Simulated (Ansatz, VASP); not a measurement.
## One calculation of ZrB, two programs

```xyz
2
Lattice="0.0000 2.3250 2.3250 2.3250 0.0000 2.3250 2.3250 2.3250 0.0000" Properties=species:S:1:pos:R:3 pbc="T T T"
Zr    0.0000    0.0000    0.0000
B     2.3250    2.3250    2.0125
```

Change from the starting cell: all B atoms moved +0.312 Å, as atom 2 towards its neighbour atom 1 (Zr) at 2.325 Å.

Alike in both runs: task single point; functional PBE; k mesh 18 × 18 × 18; occupations gaussian, width 0.15 eV; no spin polarisation.

|  | VASP | Ansatz |
| --- | --- | --- |
| version | VASP 6.6.1 | Ansatz 0.2.0 |
| potentials or method | VASP PAW PBE potentials, release 64 (Zr_sv, B), cutoff 520 eV | scalar-relativistic, plane waves, PAW |
| valence electrons in the cell | 15 | 15 |

|  | VASP | Ansatz | Ansatz less VASP |
| --- | --- | --- | --- |
| gap on the k mesh at the Fermi level (eV) | none | none | - |
| rms of the force components (eV/Å) | 2.437 | 2.427 | -0.0103 |

Atom by atom the forces differ by 0.010 eV/Å (rms over components). A gap of «none» marks a metal or a gap that the smearing closes. The functional is the same, so the differences come from potentials, cutoffs and numerics.
